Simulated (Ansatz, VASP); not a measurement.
# Two plane-wave programs on Al2Au

INCAR

```
SYSTEM = Al2Au
ALGO = Fast
EDIFF = 1E-6
ENCUT = 520
GGA = PE
ISIF = 2
ISMEAR = 0
LASPH = .TRUE.
LCHARG = .TRUE.
LELF = .TRUE.
LREAL = .FALSE.
LVHAR = .TRUE.
LWAVE = .FALSE.
NBANDS = 16
NELM = 80
PREC = Accurate
SIGMA = 0.1
```

The input KPOINTS:

```
k-points
0
G
  10 10 10
  0 0 0
```

The input POSCAR:

```
Al2Au
1.0
    0.0000000000      3.2016300000      2.9316300000
    3.2016300000      0.0000000000      2.9316300000
    3.2016300000      3.2016300000      0.0000000000
Al Au
2 1
Direct
    0.2676776695      0.2676776695      0.2323223305
    0.7676776695      0.7676776695      0.7323223305
   -0.0353553391     -0.0353553391      0.0353553391
```

Input for Ansatz:

```yaml
crystal:
  lattice:
    - [0.0, 3.20163, 2.93163]
    - [3.20163, 0.0, 2.93163]
    - [3.20163, 3.20163, 0.0]
  atoms:
    - { symbol: Al, position: [0.2676776695, 0.2676776695, 0.2323223305] }
    - { symbol: Al, position: [0.7676776695, 0.7676776695, 0.7323223305] }
    - { symbol: Au, position: [-0.0353553391, -0.0353553391, 0.0353553391] }
basis:
  ecutwfc: 420
kpoints:
  mp_grid: { grid: [10, 10, 10] }
hamiltonian:
  xc: pbe
scf:
  occupations: { method: gaussian, width: 0.1 }
output:
  forces: true
  stress: true
  eigenvalues: true
  populations: true
```

Alike in both runs: task single point; functional PBE; k mesh 10 × 10 × 10; occupations gaussian, width 0.1 eV; no spin polarisation.

|  | VASP | Ansatz |
| --- | --- | --- |
| version | VASP 6.6.1 | Ansatz 0.2.0 |
| potentials or method | VASP PAW PBE potentials, release 64 (Al, Au), cutoff 520 eV | scalar-relativistic, plane waves, PAW |
| valence electrons in the cell | 17 | 25 |

Ansatz gave:

- gap on the k mesh at the Fermi level (eV): none
- pressure (GPa): -4.0
- traceless stress, the component that is largest in VASP (GPa): 1.64
- rms of the force components (eV/Å): 0.601

What did VASP give for the same quantities?

gap on the k mesh at the Fermi level (eV): none; pressure (GPa): -4.1; traceless stress, the component that is largest in VASP (GPa): 1.64; rms of the force components (eV/Å): 0.597.

Atom by atom the forces differ by 0.003 eV/Å (rms over components). A gap of «none» marks a metal or a gap that the smearing closes. VASP's potentials hold 17 valence electrons a cell and Ansatz's 25, so a difference there can come from the potentials and not from the codes.

Spin-orbit coupling is off throughout.
